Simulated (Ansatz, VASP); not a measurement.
## Two plane-wave programs on P

```
P
1.0
     3.28373    0.00000    0.00000
     0.00000   34.85703    0.00000
     0.00000    0.00000    4.63208
P
4
Direct
  0.00000 0.96948 0.58951
  0.00000 0.03052 0.41049
  0.50000 0.03052 0.08951
  0.50000 0.96948 0.91049
```

Change from the starting cell: mode 7 (349.0 1/cm) frozen in, largest displacement +0.030 Å.

Alike in both runs: task single point; functional PBEsol; k mesh 8 × 1 × 6; occupations gaussian, width 0.05 eV; no spin polarisation.

```csv
,VASP,Ansatz
version,VASP 6.6.1,Ansatz 0.2.0
potentials or method,"VASP PAW PBE potentials, release 64 (P), cutoff 520 eV","scalar-relativistic, plane waves, PAW"
valence electrons in the cell,20,20
```

```csv
,VASP,Ansatz,Ansatz less VASP
gap on the k mesh at the Fermi level (eV),0.73,0.71,-0.016
least direct gap on the mesh (eV),0.73,0.71,-0.016
rms of the force components (eV/Å),0.182,0.175,-0.0067
```

VASP's potentials were made for PBE, not for PBEsol. Atom by atom the forces differ by 0.012 eV/Å (rms over components). With one functional, cell and mesh, what is left measures potentials, basis and numerics.
